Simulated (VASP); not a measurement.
A run of VASP 6.6.1 is set up as follows.

The input INCAR:

```
PREC = Accurate
ENCUT = 600
EDIFF = 1E-6
ISMEAR = 0
SIGMA = 0.02
LREAL = F
LASPH = T
NELM = 60
ALGO = Normal
ISIF = 3
LWAVE = F
LCHARG = F
GGA = PE
IBRION = 2
NSW = 100
EDIFFG = -0.002
PSTRESS = 120.0
```

Contents of KPOINTS:

```
Automatic mesh
0
Gamma
  8 8 8
```

File POSCAR:

```
NaCl
1.0
    0.0000000000      2.8100000000      2.8100000000
    2.8100000000      0.0000000000      2.8100000000
    2.8100000000      2.8100000000      0.0000000000
Na Cl
1 1
Direct
    0.0000000000      0.0000000000      0.0000000000
    0.5000000000      0.5000000000      0.5000000000
```

Potentials or basis: VASP PAW PBE potentials, release 64 (Na_pv, Cl).

Run with:

```bash
$ cat potpaw_PBE.64/Na_pv/POTCAR potpaw_PBE.64/Cl/POTCAR > POTCAR
$ mpirun -np 1 vasp_std > vasp.out
```

**Question.** Estimate the space group after relaxing (to 0.05 Å).

**Answer.** Fm-3m (No. 225).

**Question.** Estimate the relaxed volume.

**Answer.** 17.64 Å³/atom.

**Question.** What does it give for the relaxed cell?

**Answer.** a = 3.681 Å, b = 3.681 Å, c = 3.681 Å, α = 60.00°, β = 60.00°, γ = 60.00°.

Step by step:
| step | energy change (eV) | largest force (eV/Å) | pressure (GPa) | volume (Å³) |
| --- | --- | --- | --- | --- |
| 1 | 0.0000 | 0.0000 | 1.05 | 44.38 |
| 2 | 0.3069 | 0.0000 | 11.87 | 35.33 |
| 3 | 0.3116 | 0.0000 | 11.98 | 35.27 |
| 4 | 0.3116 | 0.0000 | 12.00 | 35.27 |

Caveat: the cell is relaxed towards a set pressure, so the enthalpy falls and the energy may rise; the volume moved by over 15 % at a fixed basis, so the end points are rough.
